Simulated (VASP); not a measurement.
# Cu (Immm) in VASP: further runs

Runs on Cu. Level: r2SCAN. Tasks: single point.

Program: VASP 6.6.1. These are calculated values, not measurements. Logs are shortened: lines on timing, memory, paths and dates and some standing lists are left out, and cuts for length are marked.

### 1 The cell of the first run

The structure is orthorhombic, space group Immm (No. 71). Conventional cell: a = 2.597 Å, b = 2.752 Å, c = 2.886 Å, α = 90.00°, β = 90.00°, γ = 90.00°. Within 3.1 Å of Cu (site symmetry mmm) lie 14 Cu at 2.38 to 2.89 Å.

### 2 Single point, r2SCAN (strain -0.1000 x Voigt [0, 1, 0, 0, 0, 0])

Input file POSCAR:

```
Cu
1.0
   -1.4427933200      1.2985139880      1.3760814500
    1.4427933200     -1.2985139880      1.3760814500
    1.4427933200      1.2985139880     -1.3760814500
Cu
1
Direct
    0.0000000000      0.0000000000      0.0000000000
```

Input file INCAR.step1:

```
  PREC = Accurate
  ENCUT = 520
  ISMEAR = 0
  SIGMA = 0.15
  LREAL = F
  LASPH = T
  NELM = 80
  NBANDS = 12
  GGA = PE
  ALGO = Normal
  EDIFF = 1E-4
  LWAVE = T
  LCHARG = F
```

Input file INCAR.step2:

```
  PREC = Accurate
  ENCUT = 520
  EDIFF = 1E-6
  ISMEAR = 0
  SIGMA = 0.15
  LREAL = F
  LASPH = T
  NELM = 80
  ALGO = Normal
  ISIF = 2
  LWAVE = F
  LCHARG = F
  METAGGA = R2SCAN
  LMIXTAU = T
  NBANDS = 12
  ISTART = 1
```

Input file KPOINTS:

```
Automatic mesh
0
Gamma
  24 24 24
```

Potentials or basis: VASP PAW PBE potentials, release 64 (Cu).

Run with:

```bash
cat potpaw_PBE.64/Cu/POTCAR > POTCAR
cp INCAR.step1 INCAR
mpirun -np 1 vasp_std > vasp.out
cp INCAR.step2 INCAR
mpirun -np 1 vasp_std > vasp.out
```

OUTCAR:

```text
PREC = Accurate
   ENCUT = 520
   EDIFF = 1E-6
   ISMEAR = 0
   LREAL = F
   LASPH = T
   NELM = 80
   ISIF = 2
   METAGGA = R2SCAN
   ISTART = 1

 ion  position               nearest neighbor table
   1  0.000  0.000  0.000-

  LATTYP: Found a body centered orthorhombic cell.
 ALAT       =     2.5970279760
 B/A-ratio  =     1.0597355614
 C/A-ratio  =     1.1111111111

  Lattice vectors:

 A1 = (  -1.4427933200,  -1.2985139880,  -1.3760814500)
 A2 = (  -1.4427933200,   1.2985139880,   1.3760814500)
 A3 = (   1.4427933200,   1.2985139880,  -1.3760814500)

Analysis of symmetry for initial positions (statically):
=====================================================================
 Subroutine PRICEL returns:
 Original cell was already a primitive cell.

 Routine SETGRP: Setting up the symmetry group for a
 body centered orthorhombic supercell.

 Subroutine GETGRP returns: Found  8 space group operations
 (whereof  8 operations were pure point group operations)
 out of a pool of  8 trial point group operations.

The static configuration has the point symmetry D_2h.

Analysis of symmetry for dynamics (positions and initial velocities):
=====================================================================
 Subroutine PRICEL returns:
 Original cell was already a primitive cell.

 Routine SETGRP: Setting up the symmetry group for a
 body centered orthorhombic supercell.

 Subroutine GETGRP returns: Found  8 space group operations
 (whereof  8 operations were pure point group operations)
 out of a pool of  8 trial point group operations.

The dynamic configuration has the point symmetry D_2h.

 Subroutine INISYM returns: Found  8 space group operations
 (whereof  8 operations are pure point group operations),
 and found     1 'primitive' translations

----------------------------------------------------------------------------------------

                                     Primitive cell

  volume of cell :      10.3123

  direct lattice vectors                    reciprocal lattice vectors
    -1.442793320  1.298513988  1.376081450     0.000000000  0.385055536  0.363350585
     1.442793320 -1.298513988  1.376081450     0.346549983  0.000000000  0.363350585
     1.442793320  1.298513988 -1.376081450     0.346549983  0.385055536  0.000000000

  length of vectors
     2.379367836  2.379367836  2.379367836     0.529425551  0.502116060  0.518039242

  position of ions in fractional coordinates (direct lattice)
[... 84 lines left out ...]
   ISYM   =      2    0-nonsym 1-usesym 2-fastsym
   POTIM  = 0.5000    time-step for ionic-motion
   TEBEG  =    0.0;   TEEND  =   0.0 temperature during run
   PSTRESS=    0.0 pullay stress
   NELECT =      11.0000    total number of electrons
   NUPDOWN=      -1.0000    fix difference up-down
   EMIN   =  10.00;   EMAX   =-10.00  energy-range for DOS
   EFERMI =   0.00;   METHOD = LEGACY
   ISMEAR =     0;   SIGMA  =   0.15  broadening in eV -4-tet -1-fermi 0-gaus
   EFERMI_NEDOS =   21; number of points for ismear=-14 and -15
   IALGO  =     38    algorithm
   IMIX   =      4    mixing-type and parameters
     AMIX     =   0.40;   BMIX     =  1.00
     AMIX_MAG =   1.60;   BMIX_MAG =  1.00
  volume/ion in A,a.u.               =      10.31        69.59
  Fermi-wavevector in a.u.,A,eV,Ry     =   1.672710  3.160964 38.068559  2.797960
  Thomas-Fermi vector in A             =   2.757810
   LORBIT       =      0    0 simple, 1 ext, 2 COOP (PROOUT), +10 PAW based schemes
   METAGGA = R2SCAN    functional components
   LHFCALC =     F    Hartree Fock is set to
   AEXX    =    0.0000 exact exchange contribution
   IVDW    =     0    specifies the selected vdW correction
   LEPSILON=     F    determine dielectric tensor
   LRPA    =     F    only Hartree local field effects (RPA)
 non-spin polarized calculation
 Gauss-broadening in eV      SIGMA  =   0.15
  energy-cutoff  :      520.00
  volume of cell :       10.31
 maximum number of plane-waves:       295
 NGX is ok and might be reduce to    18
   NGX =  9   NGY =  9   NGZ =  9

 number of electron      10.9999999 magnetization

 Free energy of the ion-electron system (eV)
  ---------------------------------------------------
  ext. energy  EPLUGINS =         0.00000000
  ---------------------------------------------------
  free energy    TOTEN  =       -10.71130106 eV

  energy without entropy =      -10.70726377  energy(sigma->0) =      -10.70928242

 E-fermi :   9.2259     XC(G=0): -14.6842

 val. band max:        9.2250093017   @ k =  -0.2917   0.4167   0.2083
 cond. band min:       9.2265823331   @ k =   0.1667   0.5000   0.0833
 fundamental gap:      0.0015730314
 Fermi energy:         9.2258672705

 k-point     1 :       0.0000    0.0000    0.0000
  band No.  band energies     occupation
      1      -1.5957      2.00000
      2       5.2613      2.00000
      3       5.5643      2.00000
      4       5.7543      2.00000
      5       6.4574      2.00000
      6       6.9094      2.00000
      7      35.2708      0.00000
      8      36.0624      0.00000
      9      38.0975      0.00000
     10      40.6700      0.00000
     11      40.8782      0.00000
     12      41.2436      0.00000
[... 331 lines left out ...]
 k-point    24 :       0.4167    0.0417    0.0000
  band No.  band energies     occupation
      1       3.1381      2.00000
      2       4.3638      2.00000
      3       6.8142      2.00000
      4       6.9215      2.00000
      5       7.3646      2.00000
      6       8.2693      2.00000
      7      16.4854      0.00000
      8      26.9434      0.00000
      9      28.0324      0.00000
     10      32.4764      0.00000
     11      36.3444      0.00000
     12      48.2507      0.00000

 [... further k-points ...]

------------------------ aborting loop because EDIFF is reached ----------------------------------------

  FORCE on cell =-STRESS in cart. coord.  units (eV):
  Direction    XX          YY          ZZ          XY          YZ          ZX
  --------------------------------------------------------------------------------------
  -------------------------------------------------------------------------------------
  Total        1.5411813      1.5907649      1.4231106      0.0000000      0.0000000      0.0000000
  in kB      239.4470176    247.1506164    221.1028575      0.0000000      0.0000000      0.0000000
  external PRESSURE =     235.9001638 kB  Pullay stress =       0.0000000 kB

 VOLUME and BASIS-vectors are now :
 -----------------------------------------------------------------------------
  energy-cutoff  :      520.00
  volume of cell :       10.31
      direct lattice vectors                 reciprocal lattice vectors
    -1.442793320  1.298513988  1.376081450     0.000000000  0.385055536  0.363350585
     1.442793320 -1.298513988  1.376081450     0.346549983  0.000000000  0.363350585
     1.442793320  1.298513988 -1.376081450     0.346549983  0.385055536  0.000000000

 POSITION                                       TOTAL-FORCE (eV/Angst)
 -----------------------------------------------------------------------------------
      0.00000      0.00000      0.00000        -0.000000      0.000000      0.000000
 -----------------------------------------------------------------------------------
    total drift:                                0.000000      0.000000      0.000000

  FREE ENERGIE OF THE ION-ELECTRON SYSTEM (eV)
  ---------------------------------------------------
  free  energy   TOTEN  =       -10.7113010557 eV

  energy  without entropy=      -10.7072637747  energy(sigma->0) =      -10.70928242
```

OUTCAR.step1:

```text
PREC = Accurate
   ENCUT = 520
   ISMEAR = 0
   LREAL = F
   LASPH = T
[... 578 lines left out ...]

 POSITION                                       TOTAL-FORCE (eV/Angst)
 -----------------------------------------------------------------------------------
      0.00000      0.00000      0.00000         0.000000     -0.000000     -0.000000
 -----------------------------------------------------------------------------------
    total drift:                                0.000000      0.000000      0.000000

  FREE ENERGIE OF THE ION-ELECTRON SYSTEM (eV)
  ---------------------------------------------------
  free  energy   TOTEN  =        -3.5461814626 eV

  energy  without entropy=       -3.5420596455  energy(sigma->0) =       -3.54412055
```

OSZICAR.step1:

```text
N       E                     dE             d eps       ncg     rms          rms(c)
DAV:   1     0.416302490267E+02    0.41630E+02   -0.53988E+03 53556   0.160E+03
DAV:   2    -0.320929972064E+01   -0.44840E+02   -0.41431E+02 48884   0.209E+02
DAV:   3    -0.447597088652E+01   -0.12667E+01   -0.12600E+01 54000   0.394E+01
DAV:   4    -0.448299102163E+01   -0.70201E-02   -0.70192E-02 53020   0.260E+00
DAV:   5    -0.448305065081E+01   -0.59629E-04   -0.59629E-04 54128   0.243E-01    0.771E+00
DAV:   6    -0.381157835727E+01    0.67147E+00   -0.11706E+01 54980   0.681E+01    0.297E+00
DAV:   7    -0.356474516345E+01    0.24683E+00   -0.15983E+00 55312   0.249E+01    0.773E-01
DAV:   8    -0.354655543850E+01    0.18190E-01   -0.12085E-02 65784   0.126E+00    0.141E-01
DAV:   9    -0.354617492479E+01    0.38051E-03   -0.20614E-03 56664   0.790E-01    0.267E-02
DAV:  10    -0.354618146261E+01   -0.65378E-05   -0.24564E-05 31248   0.825E-02
   1 F= -.35461815E+01 E0= -.35441206E+01  d E =-.412182E-02
```

It took 8.8 min on 1 thread of Intel Xeon Platinum 8488C (Sapphire Rapids), shared host; peak memory 0.33 GiB.

Results:

* Free energy: -10.7113 eV
* Pressure: 23.6 GPa
* Band gap on the k mesh: zero (an odd number of electrons rules out a gap without spin polarisation)

Stress tensor (GPa, compression positive):
```
23.94  0.00  0.00
 0.00 24.72  0.00
 0.00  0.00 22.11
```

Caveat: the cell differs from its parent crystal (strain -0.1000 x Voigt [0, 1, 0, 0, 0, 0]); the cell stands under pressure; the PAW data sets were made with another functional, which shifts forces and pressure a little.

### 3 Single point, r2SCAN (strain -0.0750 x Voigt [0, 1, 0, 0, 0, 0])

Input file POSCAR:

```
Cu
1.0
   -1.4427933200      1.3345838210      1.3760814500
    1.4427933200     -1.3345838210      1.3760814500
    1.4427933200      1.3345838210     -1.3760814500
Cu
1
Direct
    0.0000000000      0.0000000000      0.0000000000
```

Input file INCAR.step1:

```
PREC = Accurate
ENCUT = 520
ISMEAR = 0
SIGMA = 0.15
LREAL = False
LASPH = True
NELM = 80
NBANDS = 12
GGA = PE
ALGO = Normal
EDIFF = 1E-4
LWAVE = True
LCHARG = False
```

Input file INCAR.step2:

```
PREC = Accurate
ENCUT = 520
EDIFF = 1E-6
ISMEAR = 0
SIGMA = 0.15
LREAL = False
LASPH = True
NELM = 80
ALGO = Normal
ISIF = 2
LWAVE = False
LCHARG = True
METAGGA = R2SCAN
LMIXTAU = True
LELF = True
LVHAR = True
NBANDS = 12
ISTART = 1
```

Input file KPOINTS:

```
regular mesh
0
Gamma
  24 24 24
```

Potentials or basis: VASP PAW PBE potentials, release 64 (Cu).

Run with:

```bash
cat potpaw_PBE.64/Cu/POTCAR > POTCAR
cp INCAR.step1 INCAR
mpirun -np 1 vasp_std > vasp.out
cp INCAR.step2 INCAR
mpirun -np 1 vasp_std > vasp.out
```

OUTCAR:

```text
PREC = Accurate
   ENCUT = 520
   EDIFF = 1E-6
   ISMEAR = 0
   LREAL = False
   LASPH = True
   NELM = 80
   ISIF = 2
   METAGGA = R2SCAN
   ISTART = 1

 ion  position               nearest neighbor table
   1  0.000  0.000  0.000-

  LATTYP: Found a body centered orthorhombic cell.
 ALAT       =     2.6691676420
 B/A-ratio  =     1.0310940597
 C/A-ratio  =     1.0810810811

  Lattice vectors:

 A1 = (  -1.4427933200,  -1.3345838210,  -1.3760814500)
 A2 = (  -1.4427933200,   1.3345838210,   1.3760814500)
 A3 = (   1.4427933200,   1.3345838210,  -1.3760814500)

Analysis of symmetry for initial positions (statically):
=====================================================================
 Subroutine PRICEL returns:
 Original cell was already a primitive cell.

 Routine SETGRP: Setting up the symmetry group for a
 body centered orthorhombic supercell.

 Subroutine GETGRP returns: Found  8 space group operations
 (whereof  8 operations were pure point group operations)
 out of a pool of  8 trial point group operations.

The static configuration has the point symmetry D_2h.

Analysis of symmetry for dynamics (positions and initial velocities):
=====================================================================
 Subroutine PRICEL returns:
 Original cell was already a primitive cell.

 Routine SETGRP: Setting up the symmetry group for a
 body centered orthorhombic supercell.

 Subroutine GETGRP returns: Found  8 space group operations
 (whereof  8 operations were pure point group operations)
 out of a pool of  8 trial point group operations.

The dynamic configuration has the point symmetry D_2h.

 Subroutine INISYM returns: Found  8 space group operations
 (whereof  8 operations are pure point group operations),
 and found     1 'primitive' translations

----------------------------------------------------------------------------------------

                                     Primitive cell

[... 115 lines left out ...]
   AEXX    =    0.0000 exact exchange contribution
   IVDW    =     0    specifies the selected vdW correction
   LEPSILON=     F    determine dielectric tensor
   LRPA    =     F    only Hartree local field effects (RPA)
 non-spin polarized calculation
 Gauss-broadening in eV      SIGMA  =   0.15
  energy-cutoff  :      520.00
  volume of cell :       10.60
 maximum number of plane-waves:       300
 NGX is ok and might be reduce to    18
   NGX =  9   NGY =  9   NGZ =  9

 number of electron      11.0000003 magnetization

 Free energy of the ion-electron system (eV)
  ---------------------------------------------------
  ext. energy  EPLUGINS =         0.00000000
  ---------------------------------------------------
  free energy    TOTEN  =       -10.74829708 eV

  energy without entropy =      -10.74449012  energy(sigma->0) =      -10.74639360

 E-fermi :   8.8329     XC(G=0): -14.4920

 val. band max:        8.8221473986   @ k =   0.1250   0.2500   0.1250
 cond. band min:       8.8337881361   @ k =   0.3333   0.0833   0.0833
 fundamental gap:      0.0116407375
 Fermi energy:         8.8329192420

 k-point     1 :       0.0000    0.0000    0.0000
  band No.  band energies     occupation
      1      -1.7450      2.00000
      2       5.0683      2.00000
      3       5.2188      2.00000
      4       5.4113      2.00000
      5       6.2221      2.00000
      6       6.5308      2.00000
      7      34.9314      0.00000
      8      35.8175      0.00000
      9      36.8398      0.00000
     10      40.0824      0.00000
     11      40.2735      0.00000
     12      40.6257      0.00000
[... 331 lines left out ...]
 k-point    24 :       0.4167    0.0417    0.0000
  band No.  band energies     occupation
      1       2.9358      2.00000
      2       4.1709      2.00000
      3       6.5013      2.00000
      4       6.5163      2.00000
      5       6.9990      2.00000
      6       7.8748      2.00000
      7      15.7512      0.00000
      8      26.5316      0.00000
      9      27.5416      0.00000
     10      31.9156      0.00000
     11      35.6044      0.00000
     12      47.2090      0.00000

 [... further k-points ...]

------------------------ aborting loop because EDIFF is reached ----------------------------------------

  FORCE on cell =-STRESS in cart. coord.  units (eV):
  Direction    XX          YY          ZZ          XY          YZ          ZX
  --------------------------------------------------------------------------------------
  -------------------------------------------------------------------------------------
  Total        1.1254395      1.0982717      1.0453599      0.0000000      0.0000000      0.0000000
  in kB      170.1291150    166.0222357    158.0237368      0.0000000      0.0000000      0.0000000
  external PRESSURE =     164.7250291 kB  Pullay stress =       0.0000000 kB

 VOLUME and BASIS-vectors are now :
 -----------------------------------------------------------------------------
  energy-cutoff  :      520.00
  volume of cell :       10.60
      direct lattice vectors                 reciprocal lattice vectors
    -1.442793320  1.334583821  1.376081450     0.000000000  0.374648630  0.363350585
     1.442793320 -1.334583821  1.376081450     0.346549983  0.000000000  0.363350585
     1.442793320  1.334583821 -1.376081450     0.346549983  0.374648630  0.000000000

 POSITION                                       TOTAL-FORCE (eV/Angst)
 -----------------------------------------------------------------------------------
      0.00000      0.00000      0.00000         0.000000      0.000000     -0.000000
 -----------------------------------------------------------------------------------
    total drift:                                0.000000      0.000000      0.000000

  FREE ENERGIE OF THE ION-ELECTRON SYSTEM (eV)
  ---------------------------------------------------
  free  energy   TOTEN  =       -10.7482970775 eV

  energy  without entropy=      -10.7444901242  energy(sigma->0) =      -10.74639360
```

OSZICAR.step1:

```text
N       E                     dE             d eps       ncg     rms          rms(c)
DAV:   1     0.418611845218E+02    0.41861E+02   -0.53912E+03 53376   0.159E+03
DAV:   2    -0.326408994972E+01   -0.45125E+02   -0.41687E+02 48744   0.208E+02
DAV:   3    -0.452155696805E+01   -0.12575E+01   -0.12506E+01 54176   0.392E+01
DAV:   4    -0.452870698810E+01   -0.71500E-02   -0.71491E-02 52820   0.263E+00
DAV:   5    -0.452876967010E+01   -0.62682E-04   -0.62681E-04 54360   0.249E-01    0.769E+00
DAV:   6    -0.388086961868E+01    0.64790E+00   -0.12158E+01 54972   0.688E+01    0.315E+00
DAV:   7    -0.361452711648E+01    0.26634E+00   -0.17226E+00 55224   0.256E+01    0.747E-01
DAV:   8    -0.359749007709E+01    0.17037E-01   -0.10594E-02 64732   0.112E+00    0.156E-01
DAV:   9    -0.359702912524E+01    0.46095E-03   -0.25373E-03 55736   0.877E-01    0.270E-02
DAV:  10    -0.359703523879E+01   -0.61135E-05   -0.25943E-05 31728   0.854E-02
   1 F= -.35970352E+01 E0= -.35950696E+01  d E =-.393123E-02
```

Wall time 9 min (1 thread of Intel Xeon Platinum 8488C (Sapphire Rapids), shared host); peak memory 0.34 GiB.

What came out:

| Item | Value |
| --- | --- |
| Free energy | -10.7483 eV |
| Pressure | 16.5 GPa |
| Band gap on the k mesh | zero (an odd number of electrons rules out a gap without spin polarisation) |

Levels at points of the mesh, in eV from the Fermi level:
```tsv
k point	band 2	band 3	band 4	band 5	band 6	band 7	band 8	band 9	band 10	band 11
(0.00, 0.00, 0.00)	-3.76	-3.61	-3.42	-2.61	-2.30	26.10	26.98	28.01	31.25	31.44
(0.50, 0.00, 0.00)	-4.71	-2.32	-2.16	-1.51	-0.55	5.71	18.11	18.62	22.49	26.27
(0.00, 0.50, 0.00)	-4.26	-2.69	-2.33	-1.57	-1.23	4.79	20.19	21.17	24.56	28.10
(0.50, 0.50, 0.00)	-4.44	-2.60	-2.19	-1.56	-0.95	5.17	19.34	20.12	23.71	27.35
(0.50, 0.50, 0.50)	-5.48	-1.79	-1.73	-1.69	7.46	9.40	10.75	13.84	15.46	19.31
```

Caveat: the cell differs from its parent crystal (strain -0.0750 x Voigt [0, 1, 0, 0, 0, 0]); the cell stands under pressure; the PAW data sets were made with another functional, which shifts forces and pressure a little.
